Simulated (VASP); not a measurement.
# Ta (Im-3m) in VASP: further runs

Runs on Ta. Level: PBE. Tasks: single point.

Program: VASP 6.6.1. These are calculated values, not measurements. Logs are shortened: lines on timing, memory, paths and dates and some standing lists are left out, and cuts for length are marked.

### 1 The cell of the first run

It takes space group Im-3m (No. 229, cubic). Conventional cell: a = 3.319 Å, b = 3.319 Å, c = 3.319 Å, α = 90.00°, β = 90.00°, γ = 90.00°. Ta (site symmetry m-3m) has 14 Ta at 2.87 to 3.32 Å within 3.8 Å.

### 2 Single point, PBE

INCAR reads:

```
SYSTEM = Ta
PREC = Accurate
ENCUT = 520
EDIFF = 1E-6
ISMEAR = 0
SIGMA = 0.05
LREAL = .FALSE.
LASPH = .TRUE.
NELM = 60
ALGO = Normal
ISIF = 2
LWAVE = .FALSE.
LCHARG = .TRUE.
GGA = PE
LELF = .TRUE.
LVHAR = .TRUE.
NBANDS = 12
```

KPOINTS reads:

```
Automatic mesh
0
G
  18 18 18
  0 0 0
```

POSCAR reads:

```
Ta
1.0
   -1.6594702512      1.6594702512      1.6594702512
    1.6594702512     -1.6594702512      1.6594702512
    1.6594702512      1.6594702512     -1.6594702512
Ta
1
Direct
    0.0000000000      0.0000000000      0.0000000000
```

Potentials or basis: VASP PAW PBE potentials, release 64 (Ta_pv).

Command:

```bash
$ cat potpaw_PBE.64/Ta_pv/POTCAR > POTCAR
$ mpirun -np 1 vasp_std > vasp.out
```

OUTCAR:

```text
SYSTEM = Ta
   PREC = Accurate
   ENCUT = 520
   EDIFF = 1E-6
   ISMEAR = 0
   LREAL = .FALSE.
   LASPH = .TRUE.
   NELM = 60
   ISIF = 2
   GGA = PE

 ion  position               nearest neighbor table
   1  0.000  0.000  0.000-

  LATTYP: Found a body centered cubic cell.
 ALAT       =     3.3189405024

  Lattice vectors:

 A1 = (  -1.6594702512,   1.6594702512,   1.6594702512)
 A2 = (   1.6594702512,  -1.6594702512,   1.6594702512)
 A3 = (   1.6594702512,   1.6594702512,  -1.6594702512)

Analysis of symmetry for initial positions (statically):
=====================================================================
 Subroutine PRICEL returns:
 Original cell was already a primitive cell.

 Routine SETGRP: Setting up the symmetry group for a
 body centered cubic supercell.

 Subroutine GETGRP returns: Found 48 space group operations
 (whereof 48 operations were pure point group operations)
 out of a pool of 48 trial point group operations.

The static configuration has the point symmetry O_h .

Analysis of symmetry for dynamics (positions and initial velocities):
=====================================================================
 Subroutine PRICEL returns:
 Original cell was already a primitive cell.

 Routine SETGRP: Setting up the symmetry group for a
 body centered cubic supercell.

 Subroutine GETGRP returns: Found 48 space group operations
 (whereof 48 operations were pure point group operations)
 out of a pool of 48 trial point group operations.

The dynamic configuration has the point symmetry O_h .

 Subroutine INISYM returns: Found 48 space group operations
 (whereof 48 operations are pure point group operations),
 and found     1 'primitive' translations

----------------------------------------------------------------------------------------

                                     Primitive cell

  volume of cell :      18.2797

  direct lattice vectors                    reciprocal lattice vectors
    -1.659470251  1.659470251  1.659470251     0.000000000  0.301300972  0.301300972
     1.659470251 -1.659470251  1.659470251     0.301300972  0.000000000  0.301300972
     1.659470251  1.659470251 -1.659470251     0.301300972  0.301300972  0.000000000

  length of vectors
     2.874286789  2.874286789  2.874286789     0.426103921  0.426103921  0.426103921

  position of ions in fractional coordinates (direct lattice)
     0.000000000  0.000000000  0.000000000

  ion indices of the primitive-cell ions
   primitive index   ion index
                 1           1

----------------------------------------------------------------------------------------

 KPOINTS: Automatic mesh

Automatic generation of k-mesh.
 Grid dimensions read from file:
 generate k-points for:   18   18   18

 Generating k-lattice:

  Cartesian coordinates                     Fractional coordinates (reciprocal lattice)
     0.000000000  0.016738943  0.016738943     0.055555556  0.000000000  0.000000000
     0.016738943  0.000000000  0.016738943     0.000000000  0.055555556  0.000000000
     0.016738943  0.016738943  0.000000000     0.000000000  0.000000000  0.055555556

  Length of vectors
     0.023672440  0.023672440  0.023672440

  Shift w.r.t. Gamma in fractional coordinates (k-lattice)
     0.000000000  0.000000000  0.000000000

 Subroutine IBZKPT returns following result:
 ===========================================

 Found    195 irreducible k-points:

 Following reciprocal coordinates:
            Coordinates               Weight
  0.000000  0.000000  0.000000      1.000000
  0.055556  0.000000  0.000000     12.000000
  0.111111  0.000000  0.000000     12.000000
  0.166667  0.000000  0.000000     12.000000
  0.222222  0.000000  0.000000     12.000000
  0.277778  0.000000  0.000000     12.000000
[... 16 lines left out ...]
  0.333333  0.111111  0.000000     48.000000
  0.388889  0.111111  0.000000     48.000000
 [... further k-points ...]
   k-points           NKPTS =    195   k-points in BZ     NKDIM =    195   number of bands    NBANDS=     12
   number of dos      NEDOS =    301   number of ions     NIONS =      1
   total plane-waves  NPLWV =  13824
   dimension x,y,z NGX =    24 NGY =   24 NGZ =   24
   dimension x,y,z NGXF=    48 NGYF=   48 NGZF=   48
   ions per type =               1
   NGX,Y,Z   is equivalent  to a cutoff of  13.88, 13.88, 13.88 a.u.
   NGXF,Y,Z  is equivalent  to a cutoff of  27.76, 27.76, 27.76 a.u.
 SYSTEM =  Ta
   PREC   = accura    normal or accurate (medium, high low for compatibility)
   ISTART =      0    job   : 0-new  1-cont  2-samecut
   ICHARG =      2    charge: 1-file 2-atom 10-const
   ISPIN  =      1    spin polarized calculation?
   LNONCOLLINEAR =      F non collinear calculations
   LSORBIT =      F    spin-orbit coupling
   LASPH  =      T    aspherical Exc in radial PAW
   ENCUT  =  520.0 eV  38.22 Ry    6.18 a.u.   5.34  5.34  5.34*2*pi/ulx,y,z
   NELM   =     60;   NELMIN=  2; NELMDL= -5     # of ELM steps
   EDIFF  = 0.1E-05   stopping-criterion for ELM
   LREAL  =      F    real-space projection
   EDIFFG = 0.1E-04   stopping-criterion for IOM
   NSW    =      0    number of steps for IOM
   IBRION =     -1    ionic relax: 0-MD 1-quasi-New 2-CG
   NFREE  =      0    steps in history (QN), initial steepest desc. (CG)
   ISIF   =      2    stress and relaxation
   ISYM   =      2    0-nonsym 1-usesym 2-fastsym
   POTIM  = 0.5000    time-step for ionic-motion
   TEBEG  =    0.0;   TEEND  =   0.0 temperature during run
   PSTRESS=    0.0 pullay stress
   NELECT =      11.0000    total number of electrons
   NUPDOWN=      -1.0000    fix difference up-down
   EMIN   =  10.00;   EMAX   =-10.00  energy-range for DOS
   EFERMI =   0.00;   METHOD = LEGACY
   ISMEAR =     0;   SIGMA  =   0.05  broadening in eV -4-tet -1-fermi 0-gaus
   EFERMI_NEDOS =   21; number of points for ismear=-14 and -15
   IALGO  =     38    algorithm
   IMIX   =      4    mixing-type and parameters
     AMIX     =   0.40;   BMIX     =  1.00
     AMIX_MAG =   1.60;   BMIX_MAG =  1.00
  volume/ion in A,a.u.               =      18.28       123.36
  Fermi-wavevector in a.u.,A,eV,Ry     =   1.382132  2.611851 25.991066  1.910289
  Thomas-Fermi vector in A             =   2.506852
   LORBIT       =      0    0 simple, 1 ext, 2 COOP (PROOUT), +10 PAW based schemes
   GGA     = PE    functional components
   LHFCALC =     F    Hartree Fock is set to
   AEXX    =    0.0000 exact exchange contribution
   IVDW    =     0    specifies the selected vdW correction
   LEPSILON=     F    determine dielectric tensor
   LRPA    =     F    only Hartree local field effects (RPA)
 non-spin polarized calculation
 Gauss-broadening in eV      SIGMA  =   0.05
  energy-cutoff  :      520.00
  volume of cell :       18.28
 maximum number of plane-waves:       531
 NGX is ok and might be reduce to    24
   NGX = 11   NGY = 11   NGZ = 11

 number of electron      11.0000001 magnetization

 Free energy of the ion-electron system (eV)
  ---------------------------------------------------
  ext. energy  EPLUGINS =         0.00000000
  ---------------------------------------------------
  free energy    TOTEN  =       -11.81409128 eV

  energy without entropy =      -11.81260058  energy(sigma->0) =      -11.81334593

 E-fermi :   5.3855     XC(G=0): -12.5426

 val. band max:        5.3793592216   @ k =   0.3333   0.1667   0.0556
 cond. band min:       5.3938140096   @ k =  -0.2778   0.3889   0.1111
 fundamental gap:      0.0144547880
 Fermi energy:         5.3854519700

 k-point     1 :       0.0000    0.0000    0.0000
  band No.  band energies     occupation
      1     -27.7627      2.00000
      2     -27.7627      2.00000
      3     -27.7627      2.00000
      4      -2.4922      2.00000
      5       6.1018      0.00000
      6       6.1018      0.00000
      7       6.1018      0.00000
      8       9.3226      0.00000
      9       9.3226      0.00000
     10      20.0146      0.00000
     11      20.3081      0.00000
     12      20.3081      0.00000

 k-point     2 :       0.0556    0.0000    0.0000
  band No.  band energies     occupation
      1     -27.7993      2.00000
      2     -27.7740      2.00000
      3     -27.7629      2.00000
      4      -2.3562      2.00000
      5       6.0132      0.00000
      6       6.0770      0.00000
      7       6.2345      0.00000
      8       9.1773      0.00000
      9       9.3229      0.00000
     10      20.0146      0.00000
     11      20.4310      0.00000
     12      20.5469      0.00000

 k-point     3 :       0.1111    0.0000    0.0000
  band No.  band energies     occupation
      1     -27.9036      2.00000
      2     -27.8064      2.00000
      3     -27.7634      2.00000
      4      -1.9621      2.00000
      5       5.7689      0.00000
      6       5.9716      0.00000
      7       6.6286      0.00000
      8       8.8716      0.00000
      9       9.3309      0.00000
     10      20.0142      0.00000
     11      20.7384      0.00000
     12      21.2395      0.00000
[... 286 lines left out ...]
 k-point    23 :       0.3333    0.1111    0.0000
  band No.  band energies     occupation
      1     -28.7348      2.00000
      2     -28.1171      2.00000
      3     -27.8170      2.00000
      4       1.3597      2.00000
      5       4.1163      2.00000
      6       5.4171      0.37049
      7       9.0037      0.00000
      8      10.1546      0.00000
      9      12.1405      0.00000
     10      17.6298      0.00000
     11      18.9842      0.00000
     12      20.0246      0.00000

 k-point    24 :       0.3889    0.1111    0.0000
  band No.  band energies     occupation
      1     -28.8111      2.00000
      2     -28.1550      2.00000
      3     -27.8183      2.00000
      4       1.4389      2.00000
      5       3.9846      2.00000
      6       5.9834      0.00000
      7       9.0686      0.00000
      8      10.3356      0.00000
      9      13.1217      0.00000
     10      16.6493      0.00000
     11      18.2632      0.00000
     12      20.0218      0.00000

 [... further k-points ...]
[... 5 lines left out ...]
  --------------------------------------------------------------------------------------
  -------------------------------------------------------------------------------------
  Total        0.0108127      0.0108127      0.0108127      0.0000000      0.0000000      0.0000000
  in kB        0.9477076      0.9477076      0.9477076      0.0000000      0.0000000      0.0000000
  external PRESSURE =       0.9477076 kB  Pullay stress =       0.0000000 kB

 VOLUME and BASIS-vectors are now :
 -----------------------------------------------------------------------------
  energy-cutoff  :      520.00
  volume of cell :       18.28
      direct lattice vectors                 reciprocal lattice vectors
    -1.659470251  1.659470251  1.659470251     0.000000000  0.301300972  0.301300972
     1.659470251 -1.659470251  1.659470251     0.301300972  0.000000000  0.301300972
     1.659470251  1.659470251 -1.659470251     0.301300972  0.301300972  0.000000000

 POSITION                                       TOTAL-FORCE (eV/Angst)
 -----------------------------------------------------------------------------------
      0.00000      0.00000      0.00000         0.000000     -0.000000     -0.000000
 -----------------------------------------------------------------------------------
    total drift:                               -0.000000      0.000000      0.000000

  FREE ENERGIE OF THE ION-ELECTRON SYSTEM (eV)
  ---------------------------------------------------
  free  energy   TOTEN  =       -11.8140912790 eV

  energy  without entropy=      -11.8126005826  energy(sigma->0) =      -11.81334593
```

Wall time 38 s (1 thread of Intel Xeon 8259CL, shared host); peak memory 0.17 GiB.

What came out:

```
Free energy : -11.8141 eV
Pressure    : 0.1 GPa
```

Levels at points of the mesh, in eV from the Fermi level:
| k point | band 2 | band 3 | band 4 | band 5 | band 6 | band 7 | band 8 | band 9 |
| --- | --- | --- | --- | --- | --- | --- | --- | --- |
| (0.00, 0.00, 0.00) | -33.15 | -33.15 | -7.88 | 0.72 | 0.72 | 0.72 | 3.94 | 3.94 |
| (0.50, 0.00, 0.00) | -33.51 | -33.15 | -4.33 | -1.52 | 1.50 | 3.81 | 4.82 | 7.64 |
| (0.50, 0.50, 0.50) | -33.93 | -33.93 | -3.73 | -3.73 | 6.70 | 6.70 | 6.70 | 8.50 |

Caveat: spin-orbit coupling is left out, which moves the levels of the heavy elements.

### 3 Single point, PBE

INCAR reads:

```
PREC = Accurate
ENCUT = 520
EDIFF = 1E-6
ISMEAR = 0
SIGMA = 0.05
LREAL = F
LASPH = T
NELM = 100
ALGO = Fast
ISIF = 2
LWAVE = F
LCHARG = F
GGA = PE
NBANDS = 12
```

KPOINTS reads:

```
Automatic mesh
0
Gamma
  18 18 18
```

POSCAR is that of step 2.

Potentials or basis: VASP PAW PBE potentials, release 64 (Ta_pv).

Command:

```bash
$ cat potpaw_PBE.64/Ta_pv/POTCAR > POTCAR
$ mpirun -np 1 vasp_std > vasp.out
```

OUTCAR:

```text
PREC = Accurate
   ENCUT = 520
   EDIFF = 1E-6
   ISMEAR = 0
   LREAL = F
   LASPH = T
   NELM = 100
   ISIF = 2
   GGA = PE

 ion  position               nearest neighbor table
   1  0.000  0.000  0.000-

  LATTYP: Found a body centered cubic cell.
 ALAT       =     3.3189405024

  Lattice vectors:

 A1 = (  -1.6594702512,   1.6594702512,   1.6594702512)
 A2 = (   1.6594702512,  -1.6594702512,   1.6594702512)
 A3 = (   1.6594702512,   1.6594702512,  -1.6594702512)

Analysis of symmetry for initial positions (statically):
=====================================================================
 Subroutine PRICEL returns:
 Original cell was already a primitive cell.

 Routine SETGRP: Setting up the symmetry group for a
 body centered cubic supercell.

 Subroutine GETGRP returns: Found 48 space group operations
 (whereof 48 operations were pure point group operations)
 out of a pool of 48 trial point group operations.

The static configuration has the point symmetry O_h .

Analysis of symmetry for dynamics (positions and initial velocities):
=====================================================================
 Subroutine PRICEL returns:
 Original cell was already a primitive cell.

 Routine SETGRP: Setting up the symmetry group for a
 body centered cubic supercell.

 Subroutine GETGRP returns: Found 48 space group operations
 (whereof 48 operations were pure point group operations)
 out of a pool of 48 trial point group operations.

The dynamic configuration has the point symmetry O_h .

 Subroutine INISYM returns: Found 48 space group operations
 (whereof 48 operations are pure point group operations),
 and found     1 'primitive' translations

----------------------------------------------------------------------------------------

                                     Primitive cell

  volume of cell :      18.2797
[... 108 lines left out ...]
  volume/ion in A,a.u.               =      18.28       123.36
  Fermi-wavevector in a.u.,A,eV,Ry     =   1.382132  2.611851 25.991066  1.910289
  Thomas-Fermi vector in A             =   2.506852
   LORBIT       =      0    0 simple, 1 ext, 2 COOP (PROOUT), +10 PAW based schemes
   GGA     = PE    functional components
   LHFCALC =     F    Hartree Fock is set to
   AEXX    =    0.0000 exact exchange contribution
   IVDW    =     0    specifies the selected vdW correction
   LEPSILON=     F    determine dielectric tensor
   LRPA    =     F    only Hartree local field effects (RPA)
 non-spin polarized calculation
 RMM-DIIS sequential band-by-band and
 Gauss-broadening in eV      SIGMA  =   0.05
  energy-cutoff  :      520.00
  volume of cell :       18.28
 maximum number of plane-waves:       531
 NGX is ok and might be reduce to    24
   NGX = 11   NGY = 11   NGZ = 11

 number of electron      11.0000001 magnetization

 Free energy of the ion-electron system (eV)
  ---------------------------------------------------
  ext. energy  EPLUGINS =         0.00000000
  ---------------------------------------------------
  free energy    TOTEN  =       -11.81409022 eV

  energy without entropy =      -11.81259908  energy(sigma->0) =      -11.81334465

 E-fermi :   5.3853     XC(G=0): -12.5426

 val. band max:        5.3792921033   @ k =   0.3333   0.1667   0.0556
 cond. band min:       5.3936125222   @ k =  -0.2778   0.3889   0.1111
 fundamental gap:      0.0143204189
 Fermi energy:         5.3852976110

 k-point     1 :       0.0000    0.0000    0.0000
  band No.  band energies     occupation
      1     -27.7637      2.00000
      2     -27.7637      2.00000
      3     -27.7637      2.00000
      4      -2.4920      2.00000
      5       6.1015      0.00000
      6       6.1015      0.00000
      7       6.1015      0.00000
      8       9.3222      0.00000
      9       9.3222      0.00000
     10      20.3083      0.00000
     11      20.3083      0.00000
     12      20.3083      0.00000
[... 331 lines left out ...]
 k-point    24 :       0.3889    0.1111    0.0000
  band No.  band energies     occupation
      1     -28.8120      2.00000
      2     -28.1560      2.00000
      3     -27.8193      2.00000
      4       1.4389      2.00000
      5       3.9844      2.00000
      6       5.9834      0.00000
      7       9.0682      0.00000
      8      10.3351      0.00000
      9      13.1212      0.00000
     10      16.6490      0.00000
     11      18.2633      0.00000
     12      21.9476      0.00000

 [... further k-points ...]
[... 5 lines left out ...]
  --------------------------------------------------------------------------------------
  -------------------------------------------------------------------------------------
  Total        0.0157536      0.0157536      0.0157536     -0.0000000     -0.0000000      0.0000000
  in kB        1.3807698      1.3807698      1.3807698     -0.0000000     -0.0000000      0.0000000
  external PRESSURE =       1.3807698 kB  Pullay stress =       0.0000000 kB

 VOLUME and BASIS-vectors are now :
 -----------------------------------------------------------------------------
  energy-cutoff  :      520.00
  volume of cell :       18.28
      direct lattice vectors                 reciprocal lattice vectors
    -1.659470251  1.659470251  1.659470251     0.000000000  0.301300972  0.301300972
     1.659470251 -1.659470251  1.659470251     0.301300972  0.000000000  0.301300972
     1.659470251  1.659470251 -1.659470251     0.301300972  0.301300972  0.000000000

 POSITION                                       TOTAL-FORCE (eV/Angst)
 -----------------------------------------------------------------------------------
      0.00000      0.00000      0.00000         0.000000      0.000000      0.000000
 -----------------------------------------------------------------------------------
    total drift:                                0.000000      0.000000      0.000000

  FREE ENERGIE OF THE ION-ELECTRON SYSTEM (eV)
  ---------------------------------------------------
  free  energy   TOTEN  =       -11.8140902153 eV

  energy  without entropy=      -11.8125990823  energy(sigma->0) =      -11.81334465
```

OSZICAR:

```text
N       E                     dE             d eps       ncg     rms          rms(c)
DAV:   1     0.597009688332E+02    0.59701E+02   -0.60879E+03  4712   0.867E+02
DAV:   2    -0.112775137219E+02   -0.70978E+02   -0.69050E+02  5236   0.242E+02
DAV:   3    -0.122840189463E+02   -0.10065E+01   -0.99178E+00  5580   0.272E+01
DAV:   4    -0.122866735582E+02   -0.26546E-02   -0.26542E-02  5256   0.155E+00
DAV:   5    -0.122866825550E+02   -0.89967E-05   -0.89963E-05  5548   0.860E-02    0.131E+01
RMM:   6    -0.119215004102E+02    0.36518E+00   -0.25647E-01  4993   0.422E+00    0.637E+00
RMM:   7    -0.118142333016E+02    0.10727E+00   -0.26336E-01  5227   0.418E+00    0.351E-01
RMM:   8    -0.118140297912E+02    0.20351E-03   -0.11261E-02  5546   0.985E-01    0.288E-01
RMM:   9    -0.118141120974E+02   -0.82306E-04   -0.15957E-03  5797   0.370E-01    0.635E-02
RMM:  10    -0.118140878003E+02    0.24297E-04   -0.22429E-04  5819   0.131E-01    0.826E-03
RMM:  11    -0.118140895927E+02   -0.17924E-05   -0.47688E-05  5907   0.527E-02    0.512E-03
RMM:  12    -0.118140902153E+02   -0.62263E-06   -0.78209E-06  5216   0.179E-02
   1 F= -.11814090E+02 E0= -.11813345E+02  d E =-.149113E-02
```

Wall time 51 s (1 thread of Intel Xeon 8259CL, shared host); peak memory 0.17 GiB.

What came out:

| Property | Result |
| --- | --- |
| Free energy | -11.8141 eV |
| Pressure | 0.1 GPa |

Caveat: spin-orbit coupling is left out, which moves the levels of the heavy elements.
